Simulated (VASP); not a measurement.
# Te (Im-3m) in VASP: further runs

Te is run at these levels: LDA, r2SCAN; tasks: single point.

Everything below comes from runs of VASP 6.6.1. Logs are shortened: lines on timing, memory, paths and dates and some standing lists are left out, and cuts for length are marked.

## 1. The cell of the first run

The structure is cubic, space group Im-3m (No. 229). The conventional cell has a = 3.552 Å, b = 3.552 Å, c = 3.552 Å, α = 90.00°, β = 90.00°, γ = 90.00°. Within 4.0 Å of Te (site symmetry m-3m) lie 14 Te at 3.08 to 3.55 Å.

## 2. Single point, LDA (volume scaled by 0.84)

The input, INCAR:

```
PREC = Accurate
ENCUT = 520
EDIFF = 1E-7
ISMEAR = -1
SIGMA = 0.1
LREAL = False
LASPH = True
NELM = 100
ALGO = Normal
ISIF = 2
LWAVE = False
LCHARG = False
NBANDS = 9
```

The input, KPOINTS:

```
regular mesh
0
Gamma
  15 15 15
```

The input, POSCAR:

```
Te
1.0
   -1.7761185638      1.7761185638      1.7761185638
    1.7761185638     -1.7761185638      1.7761185638
    1.7761185638      1.7761185638     -1.7761185638
Te
1
Direct
    0.0000000000      0.0000000000      0.0000000000
```

Potentials or basis: VASP PAW LDA potentials, release 64 (Te).

Started as:

```console
$ cat potpaw_LDA.64/Te/POTCAR > POTCAR
$ mpirun -np 1 vasp_std > vasp.out
```

OUTCAR:

```text
PREC = Accurate
   ENCUT = 520
   EDIFF = 1E-7
   ISMEAR = -1
   LREAL = False
   LASPH = True
   NELM = 100
   ISIF = 2

 ion  position               nearest neighbor table
   1  0.000  0.000  0.000-

  LATTYP: Found a body centered cubic cell.
 ALAT       =     3.5522371276

  Lattice vectors:

 A1 = (  -1.7761185638,   1.7761185638,   1.7761185638)
 A2 = (   1.7761185638,  -1.7761185638,   1.7761185638)
 A3 = (   1.7761185638,   1.7761185638,  -1.7761185638)

Analysis of symmetry for initial positions (statically):
=====================================================================
 Subroutine PRICEL returns:
 Original cell was already a primitive cell.

 Routine SETGRP: Setting up the symmetry group for a
 body centered cubic supercell.

 Subroutine GETGRP returns: Found 48 space group operations
 (whereof 48 operations were pure point group operations)
 out of a pool of 48 trial point group operations.

The static configuration has the point symmetry O_h .

Analysis of symmetry for dynamics (positions and initial velocities):
=====================================================================
 Subroutine PRICEL returns:
 Original cell was already a primitive cell.

 Routine SETGRP: Setting up the symmetry group for a
 body centered cubic supercell.

 Subroutine GETGRP returns: Found 48 space group operations
 (whereof 48 operations were pure point group operations)
 out of a pool of 48 trial point group operations.

The dynamic configuration has the point symmetry O_h .

 Subroutine INISYM returns: Found 48 space group operations
 (whereof 48 operations are pure point group operations),
 and found     1 'primitive' translations

----------------------------------------------------------------------------------------

                                     Primitive cell

  volume of cell :      22.4118

  direct lattice vectors                    reciprocal lattice vectors
    -1.776118564  1.776118564  1.776118564     0.000000000  0.281512738  0.281512738
     1.776118564 -1.776118564  1.776118564     0.281512738  0.000000000  0.281512738
     1.776118564  1.776118564 -1.776118564     0.281512738  0.281512738  0.000000000

  length of vectors
     3.076327593  3.076327593  3.076327593     0.398119132  0.398119132  0.398119132

  position of ions in fractional coordinates (direct lattice)
     0.000000000  0.000000000  0.000000000

  ion indices of the primitive-cell ions
   primitive index   ion index
                 1           1

----------------------------------------------------------------------------------------

 KPOINTS: regular mesh

Automatic generation of k-mesh.
 Grid dimensions read from file:
 generate k-points for:   15   15   15

 Generating k-lattice:

  Cartesian coordinates                     Fractional coordinates (reciprocal lattice)
     0.000000000  0.018767516  0.018767516     0.066666667  0.000000000  0.000000000
     0.018767516  0.000000000  0.018767516     0.000000000  0.066666667  0.000000000
     0.018767516  0.018767516  0.000000000     0.000000000  0.000000000  0.066666667

  Length of vectors
     0.026541275  0.026541275  0.026541275

  Shift w.r.t. Gamma in fractional coordinates (k-lattice)
     0.000000000  0.000000000  0.000000000

 Subroutine IBZKPT returns following result:
 ===========================================

 Found    120 irreducible k-points:

 Following reciprocal coordinates:
            Coordinates               Weight
  0.000000  0.000000  0.000000      1.000000
  0.066667  0.000000  0.000000     12.000000
  0.133333  0.000000  0.000000     12.000000
  0.200000  0.000000  0.000000     12.000000
  0.266667  0.000000  0.000000     12.000000
  0.333333  0.000000  0.000000     12.000000
[... 16 lines left out ...]
  0.333333  0.200000  0.000000     48.000000
  0.400000  0.200000  0.000000     24.000000
 [... further k-points ...]
   k-points           NKPTS =    120   k-points in BZ     NKDIM =    120   number of bands    NBANDS=      9
   number of dos      NEDOS =    301   number of ions     NIONS =      1
   total plane-waves  NPLWV =  13824
   dimension x,y,z NGX =    24 NGY =   24 NGZ =   24
   dimension x,y,z NGXF=    48 NGYF=   48 NGZF=   48
   ions per type =               1
   NGX,Y,Z   is equivalent  to a cutoff of  12.97, 12.97, 12.97 a.u.
   NGXF,Y,Z  is equivalent  to a cutoff of  25.94, 25.94, 25.94 a.u.
 SYSTEM =  unknown system
   PREC   = accura    normal or accurate (medium, high low for compatibility)
   ISTART =      0    job   : 0-new  1-cont  2-samecut
   ICHARG =      2    charge: 1-file 2-atom 10-const
   ISPIN  =      1    spin polarized calculation?
   LNONCOLLINEAR =      F non collinear calculations
   LSORBIT =      F    spin-orbit coupling
   LASPH  =      T    aspherical Exc in radial PAW
   ENCUT  =  520.0 eV  38.22 Ry    6.18 a.u.   5.72  5.72  5.72*2*pi/ulx,y,z
   NELM   =    100;   NELMIN=  2; NELMDL= -5     # of ELM steps
   EDIFF  = 0.1E-06   stopping-criterion for ELM
   LREAL  =      F    real-space projection
   EDIFFG = 0.1E-05   stopping-criterion for IOM
   NSW    =      0    number of steps for IOM
   IBRION =     -1    ionic relax: 0-MD 1-quasi-New 2-CG
   NFREE  =      0    steps in history (QN), initial steepest desc. (CG)
   ISIF   =      2    stress and relaxation
   ISYM   =      2    0-nonsym 1-usesym 2-fastsym
   POTIM  = 0.5000    time-step for ionic-motion
   TEBEG  =    0.0;   TEEND  =   0.0 temperature during run
   PSTRESS=    0.0 pullay stress
   NELECT =       6.0000    total number of electrons
   NUPDOWN=      -1.0000    fix difference up-down
   EMIN   =  10.00;   EMAX   =-10.00  energy-range for DOS
   EFERMI =   0.00;   METHOD = LEGACY
   ISMEAR =    -1;   SIGMA  =   0.10  broadening in eV -4-tet -1-fermi 0-gaus
   EFERMI_NEDOS =   21; number of points for ismear=-14 and -15
   IALGO  =     38    algorithm
   IMIX   =      4    mixing-type and parameters
     AMIX     =   0.40;   BMIX     =  1.00
     AMIX_MAG =   1.60;   BMIX_MAG =  1.00
  volume/ion in A,a.u.               =      22.41       151.24
  Fermi-wavevector in a.u.,A,eV,Ry     =   1.055115  1.993879 15.146938  1.113269
  Thomas-Fermi vector in A             =   2.190301
   LORBIT       =      0    0 simple, 1 ext, 2 COOP (PROOUT), +10 PAW based schemes
   GGA     = CA    functional components
   LHFCALC =     F    Hartree Fock is set to
   AEXX    =    0.0000 exact exchange contribution
   IVDW    =     0    specifies the selected vdW correction
   LEPSILON=     F    determine dielectric tensor
   LRPA    =     F    only Hartree local field effects (RPA)
 non-spin polarized calculation
  energy-cutoff  :      520.00
  volume of cell :       22.41
 maximum number of plane-waves:       618
   NGX = 11   NGY = 11   NGZ = 11

 number of electron       6.0000001 magnetization

 Free energy of the ion-electron system (eV)
  ---------------------------------------------------
  ext. energy  EPLUGINS =         0.00000000
  ---------------------------------------------------
  free energy    TOTEN  =        -3.38527291 eV

  energy without entropy =       -3.35950407  energy(sigma->0) =       -3.37238849

 E-fermi :  11.5325     XC(G=0): -11.2925

 val. band max:       11.5112772682   @ k =  -0.2000   0.2667   0.1333
 cond. band min:      11.5401521389   @ k =  -0.3333   0.4000   0.2000
 fundamental gap:      0.0288748707
 Fermi energy:        11.5324580944

 k-point     1 :       0.0000    0.0000    0.0000
  band No.  band energies     occupation
      1      -4.6162      2.00000
      2      15.8576      0.00000
      3      15.8576      0.00000
      4      15.8576      0.00000
      5      21.8457      0.00000
      6      21.8457      0.00000
      7      21.8457      0.00000
      8      23.1957      0.00000
      9      23.1957      0.00000

 k-point     2 :       0.0667    0.0000    0.0000
  band No.  band energies     occupation
      1      -4.5114      2.00000
      2      15.0687      0.00000
      3      15.5187      0.00000
      4      15.7751      0.00000
      5      21.1633      0.00000
      6      21.1938      0.00000
      7      22.3124      0.00000
      8      22.7494      0.00000
      9      22.9242      0.00000

 k-point     3 :       0.1333    0.0000    0.0000
  band No.  band energies     occupation
      1      -4.1979      2.00000
      2      13.2482      0.00000
      3      14.7380      0.00000
      4      15.5374      0.00000
      5      20.0820      0.00000
      6      20.2299      0.00000
      7      22.3921      0.00000
      8      23.1719      0.00000
      9      23.4770      0.00000

 k-point     4 :       0.2000    0.0000    0.0000
  band No.  band energies     occupation
      1      -3.6794      2.00000
      2      11.0851      1.97744
      3      13.8488      0.00000
      4      15.1850      0.00000
      5      19.1379      0.00000
      6      19.4200      0.00000
      7      22.4164      0.00000
      8      23.5810      0.00000
      9      25.0092      0.00000
[... 205 lines left out ...]
 k-point    22 :       0.2667    0.2000    0.0000
  band No.  band energies     occupation
      1      -0.9715      2.00000
      2       6.2498      2.00000
      3       8.9813      2.00000
      4      13.0267      0.00000
      5      19.1558      0.00000
      6      20.8314      0.00000
      7      23.7246      0.00000
      8      25.8434      0.00000
      9      27.0911      0.00000

 k-point    23 :       0.3333    0.2000    0.0000
  band No.  band energies     occupation
      1      -0.0765      2.00000
      2       4.9797      2.00000
      3       8.4405      2.00000
      4      12.7865      0.00001
      5      19.0083      0.00000
      6      21.5312      0.00000
      7      23.6687      0.00000
      8      25.0242      0.00000
      9      28.5713      0.00000

 k-point    24 :       0.4000    0.2000    0.0000
  band No.  band energies     occupation
      1       0.3704      2.00000
      2       4.3908      2.00000
      3       8.2732      2.00000
      4      12.7047      0.00002
      5      18.9491      0.00000
      6      21.9218      0.00000
      7      23.9593      0.00000
      8      24.1267      0.00000
      9      30.3298      0.00000

 [... further k-points ...]

------------------------ aborting loop because EDIFF is reached ----------------------------------------

  FORCE on cell =-STRESS in cart. coord.  units (eV):
  Direction    XX          YY          ZZ          XY          YZ          ZX
  --------------------------------------------------------------------------------------
  -------------------------------------------------------------------------------------
  Total        2.4848700      2.4848700      2.4848700      0.0000000      0.0000000      0.0000000
  in kB      177.6390353    177.6390353    177.6390353      0.0000000      0.0000000      0.0000000
  external PRESSURE =     177.6390353 kB  Pullay stress =       0.0000000 kB

 VOLUME and BASIS-vectors are now :
 -----------------------------------------------------------------------------
  energy-cutoff  :      520.00
  volume of cell :       22.41
      direct lattice vectors                 reciprocal lattice vectors
    -1.776118564  1.776118564  1.776118564     0.000000000  0.281512738  0.281512738
     1.776118564 -1.776118564  1.776118564     0.281512738  0.000000000  0.281512738
     1.776118564  1.776118564 -1.776118564     0.281512738  0.281512738  0.000000000

 POSITION                                       TOTAL-FORCE (eV/Angst)
 -----------------------------------------------------------------------------------
      0.00000      0.00000      0.00000         0.000000      0.000000     -0.000000
 -----------------------------------------------------------------------------------
    total drift:                                0.000000     -0.000000     -0.000000

  FREE ENERGIE OF THE ION-ELECTRON SYSTEM (eV)
  ---------------------------------------------------
  free  energy   TOTEN  =        -3.3852729147 eV

  energy  without entropy=       -3.3595040711  energy(sigma->0) =       -3.37238849
```

Run time: 10 s. Hardware: 1 thread of Intel Xeon 6975P-C, shared host; peak memory 0.14 GiB.

Results:

```
Free energy            : -3.3853 eV
Pressure               : 17.8 GPa
Band gap on the k mesh : zero (band 3 reaches 15.86 eV, above the bottom of band 4 at 7.64 eV)
```

Caveat: the cell differs from its parent crystal (volume scaled by 0.84); spin-orbit coupling is left out, which moves the levels of the heavy elements.

## 3. Single point, r2SCAN

This run uses another cell than the first one, of 13.87 Å³/atom, 0.619 times its volume.

The input, POSCAR:

```
Te
1.0
   -1.5137238002      1.5137238002      1.5137238002
    1.5137238002     -1.5137238002      1.5137238002
    1.5137238002      1.5137238002     -1.5137238002
Te
1
Direct
    0.0000000000      0.0000000000      0.0000000000
```

The input, INCAR.step1:

```
SYSTEM = Te
PREC = Accurate ; ENCUT = 520
ISMEAR = -1 ; SIGMA = 0.1
LREAL = .False. ; LASPH = .True.
NELM = 80 ; NBANDS = 9
GGA = PE ; ALGO = Normal
EDIFF = 1E-4 ; LWAVE = .True.
LCHARG = .False.
```

The input, INCAR.step2:

```
SYSTEM = Te
PREC = Accurate ; ENCUT = 520
EDIFF = 1E-7 ; ISMEAR = -1
SIGMA = 0.1 ; LREAL = .False.
LASPH = .True. ; NELM = 80
ALGO = Normal ; ISIF = 2
LWAVE = .False. ; LCHARG = .True.
METAGGA = R2SCAN ; LMIXTAU = .True.
LELF = .True. ; LVHAR = .True.
NBANDS = 9 ; ISTART = 1
```

The input, KPOINTS:

```
regular mesh
0
Gamma
  15 15 15
  0 0 0
```

Potentials or basis: VASP PAW PBE potentials, release 64 (Te).

Started as:

```console
$ cat potpaw_PBE.64/Te/POTCAR > POTCAR
$ cp INCAR.step1 INCAR
$ mpirun -np 1 vasp_std > vasp.out
$ cp INCAR.step2 INCAR
$ mpirun -np 1 vasp_std > vasp.out
```

OUTCAR:

```text
SYSTEM = Te
   PREC = Accurate
   ENCUT = 520
   EDIFF = 1E-7
   ISMEAR = -1
   LREAL = .False.
   LASPH = .True.
   NELM = 80
   ISIF = 2
   METAGGA = R2SCAN
   ISTART = 1

 ion  position               nearest neighbor table
   1  0.000  0.000  0.000-

  LATTYP: Found a body centered cubic cell.
 ALAT       =     3.0274476004

  Lattice vectors:

 A1 = (  -1.5137238002,   1.5137238002,   1.5137238002)
 A2 = (   1.5137238002,  -1.5137238002,   1.5137238002)
 A3 = (   1.5137238002,   1.5137238002,  -1.5137238002)
[... 457 lines left out ...]
      1       8.3297      2.00000
      2       9.2564      2.00000
      3      16.2827      2.00000
      4      23.1276      0.00002
      5      31.1276      0.00000
      6      36.0201      0.00000
      7      36.4547      0.00000
      8      37.7298      0.00000
      9      45.5251      0.00000

 [... further k-points ...]
[... 5 lines left out ...]
  --------------------------------------------------------------------------------------
  -------------------------------------------------------------------------------------
  Total       18.5952048     18.5952048     18.5952048      0.0000000     -0.0000000      0.0000000
  in kB     2147.3935237   2147.3935237   2147.3935237      0.0000000     -0.0000000      0.0000000
  external PRESSURE =    2147.3935237 kB  Pullay stress =       0.0000000 kB

 VOLUME and BASIS-vectors are now :
 -----------------------------------------------------------------------------
  energy-cutoff  :      520.00
  volume of cell :       13.87
      direct lattice vectors                 reciprocal lattice vectors
    -1.513723800  1.513723800  1.513723800     0.000000000  0.330311250  0.330311250
     1.513723800 -1.513723800  1.513723800     0.330311250  0.000000000  0.330311250
     1.513723800  1.513723800 -1.513723800     0.330311250  0.330311250  0.000000000

 POSITION                                       TOTAL-FORCE (eV/Angst)
 -----------------------------------------------------------------------------------
      0.00000      0.00000      0.00000         0.000000      0.000000      0.000000
 -----------------------------------------------------------------------------------
    total drift:                                0.000000      0.000000     -0.000000

  FREE ENERGIE OF THE ION-ELECTRON SYSTEM (eV)
  ---------------------------------------------------
  free  energy   TOTEN  =       -19.9577915797 eV

  energy  without entropy=      -19.9467738143  energy(sigma->0) =      -19.95228270
```

OUTCAR.step1:

```text
SYSTEM = Te
   PREC = Accurate
   ENCUT = 520
   ISMEAR = -1
   LREAL = .False.
   LASPH = .True.
[... 504 lines left out ...]
 -----------------------------------------------------------------------------------
      0.00000      0.00000      0.00000        -0.000000      0.000000      0.000000
 -----------------------------------------------------------------------------------
    total drift:                                0.000000      0.000000     -0.000000

  FREE ENERGIE OF THE ION-ELECTRON SYSTEM (eV)
  ---------------------------------------------------
  free  energy   TOTEN  =         2.1132489765 eV

  energy  without entropy=        2.1250211207  energy(sigma->0) =        2.11913505
```

OSZICAR.step1:

```text
N       E                     dE             d eps       ncg     rms          rms(c)
DAV:   1     0.165008016103E+02    0.16501E+02   -0.27365E+03  2176   0.549E+02
DAV:   2     0.225243451939E+01   -0.14248E+02   -0.13723E+02  3064   0.829E+01
DAV:   3     0.203924182364E+01   -0.21319E+00   -0.21231E+00  2781   0.968E+00
DAV:   4     0.203867778301E+01   -0.56404E-03   -0.56396E-03  2965   0.525E-01
DAV:   5     0.203867660843E+01   -0.11746E-05   -0.11741E-05  2776   0.182E-02    0.240E+01
DAV:   6     0.208769271167E+01    0.49016E-01   -0.61082E-03  2728   0.463E-01    0.146E+01
DAV:   7     0.211300204728E+01    0.25309E-01   -0.10878E-02  2865   0.631E-01    0.357E-01
DAV:   8     0.211324032994E+01    0.23828E-03   -0.38617E-04  2465   0.118E-01    0.341E-02
DAV:   9     0.211324897649E+01    0.86466E-05   -0.12586E-05  1623   0.214E-02
   1 F= 0.21132490E+01 E0= 0.21191350E+01  d E =-.117721E-01
```

Wall time 34 s (1 thread of Intel Xeon 6975P-C, shared host); peak memory 0.14 GiB.

What came out:

- Free energy: -19.9578 eV
- Pressure: 214.7 GPa
- Band gap on the k mesh: zero (band 3 reaches 31.59 eV, above the bottom of band 4 at 14.75 eV)

Caveat: the PAW data sets were made with another functional, which shifts forces and pressure a little; spin-orbit coupling is left out, which moves the levels of the heavy elements.
